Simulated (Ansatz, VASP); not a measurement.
**One calculation of Ir2Ru, two programs**

```xyz
6
Lattice="2.7434 0.0000 0.0000 -1.3717 2.3759 0.0000 0.0000 0.0000 13.1720" Properties=species:S:1:pos:R:3 pbc="T T T"
Ru    0.0000    1.5839    3.2930
Ru    1.3717    0.7920    9.8790
Ir    0.0000    1.5839   12.0399
Ir    0.0000    1.5839    7.7181
Ir    1.3717    0.7920    1.1321
Ir    1.3717    0.7920    5.4539
```

Alike in both runs: functional PBE; k mesh 18 × 18 × 4; occupations fermi-dirac, width 0.15 eV; no spin polarisation.

Ansatz relaxed the structure, and its values are those at the end. VASP's run is a single point on that final structure, the one shown.

```csv
,VASP,Ansatz
version,VASP 6.6.1,Ansatz 0.2.0
potentials or method,"VASP PAW PBE potentials, release 64 (Ru_pv, Ir), cutoff 520 eV","scalar-relativistic, plane waves, PAW"
valence electrons in the cell,64,100
```

Ansatz gave:

- gap on the k mesh at the Fermi level (eV): none
- pressure (GPa): 0.0
- rms of the force components (eV/Å): 0.000

Estimate VASP's values.

gap on the k mesh at the Fermi level (eV): none; pressure (GPa): 0.3; rms of the force components (eV/Å): 0.010.

A gap of «none» marks a metal or a gap that the smearing closes. The functional is the same, so the differences come from potentials, cutoffs and numerics. VASP's potentials hold 64 valence electrons a cell and Ansatz's 100, so a difference there can come from the potentials and not from the codes.

Spin-orbit coupling is off throughout.
